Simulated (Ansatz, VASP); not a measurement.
**MgHgO2: VASP beside Ansatz**

The input POSCAR:

```
MgHgO2
1.0
    3.3878496251      0.0000000000      0.0000000000
    0.0000000000      3.3878496251      0.0000000000
    0.0000000000      0.0000000000      5.0394973193
Mg O Hg
1 2 1
Direct
    0.0000000000      0.0000000000      0.0000000000
    0.0000000000      0.5000000000      0.2023172479
    0.5000000000      0.0000000000      0.7976827521
    0.5000000000      0.5000000000      0.5000000000
```

Contents of INCAR.step1:

```
SYSTEM = MgHgO2
PREC = Accurate ; ENCUT = 520
EDIFF = 1E-5 ; ISMEAR = -1
SIGMA = 0.02 ; LREAL = .False.
LASPH = .True. ; NELM = 100
ALGO = Normal ; ISIF = 2
LWAVE = .True. ; LCHARG = .False.
GGA = PE ; NBANDS = 21
```

INCAR.step2

```
SYSTEM = MgHgO2
PREC = Accurate ; ENCUT = 520
EDIFF = 1E-7 ; ISMEAR = -1
SIGMA = 0.02 ; LREAL = .False.
LASPH = .True. ; NELM = 100
ALGO = Normal ; ISIF = 2
LWAVE = .False. ; LCHARG = .False.
GGA = PE ; LHFCALC = .True.
HFSCREEN = 0.2079 ; PRECFOCK = Normal
ISTART = 1 ; NBANDS = 21
```

The input KPOINTS:

```
regular mesh
0
Gamma
  4 4 2
  0 0 0
```

Input for Ansatz:

```yaml
crystal:
  lattice:
    - [3.3878496251, 0.0, 0.0]
    - [0.0, 3.3878496251, 0.0]
    - [0.0, 0.0, 5.0394973193]
  atoms:
    - { symbol: Mg, position: [0.0, 0.0, 0.0] }
    - { symbol: O, position: [0.0, 0.5, 0.2023172479] }
    - { symbol: Hg, position: [0.5, 0.5, 0.5] }
    - { symbol: O, position: [0.5, 0.0, 0.7976827521] }
kpoints:
  mp_grid: { grid: [4, 4, 2] }
hamiltonian:
  xc: hse06
scf:
  occupations: { method: fermi_dirac, width: 0.02 }
  n_extra_bands: 5
output:
  forces: true
  stress: true
  eigenvalues: true
```

Alike in both runs: task single point; functional HSE06; k mesh 4 × 4 × 2; occupations fermi-dirac, width 0.02 eV; no spin polarisation.

|  | VASP | Ansatz |
| --- | --- | --- |
| version | VASP 6.6.1 | Ansatz 0.2.0 |
| potentials or method | VASP PAW PBE potentials, release 64 (Mg, O, Hg) | plane waves, PAW |
| plane-wave cutoff (eV) | 520 | 420 |
| valence electrons in the cell | 26 | 42 |

|  | VASP | Ansatz | Ansatz less VASP |
| --- | --- | --- | --- |
| gap on the k mesh at the Fermi level (eV) | 1.23 | 1.23 | 0.000 |
| pressure (GPa) | 0.1 | -0.5 | -0.59 |
| rms of the force components (eV/Å) | 0.050 | 0.092 | +0.0420 |

The functional is the same, so the differences come from potentials, cutoffs and numerics. VASP's potentials hold 26 valence electrons a cell and Ansatz's 42, so a difference there can come from the potentials and not from the codes. Ansatz's warnings: stress exchange threshold loose, stress scf threshold loose.

The k mesh is coarse, so the values compare programs but aren't converged. Neither program's run includes spin-orbit coupling.
